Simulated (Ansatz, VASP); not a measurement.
**Sr in VASP and in Ansatz**

```
Sr
1.0
     0.00000    2.90289    2.90289
     2.90289    0.00000    2.90289
     2.90289    2.90289    0.00000
Sr
1
Direct
  0.00000 0.00000 0.00000
```

Alike in both runs: task single point; functional LDA; k mesh 9 × 9 × 9; occupations fermi-dirac, width 1 eV; no spin polarisation.

|  | VASP | Ansatz |
| --- | --- | --- |
| version | VASP 6.6.1 | Ansatz 0.2.0 |
| potentials or method | VASP PAW LDA potentials, release 64 (Sr_sv), cutoff 500 eV | plane waves (420 eV) with PAW, scalar-relativistic |
| valence electrons in the cell | 10 | 10 |

```tsv
	VASP	Ansatz	Ansatz less VASP
pressure (GPa)	1.4	1.4	-0.01
```

Ansatz warns that its potentials were made for another functional, while VASP's fit it. LDA's correlation is that of Perdew and Zunger in VASP and of Perdew and Wang (1992) in Ansatz.
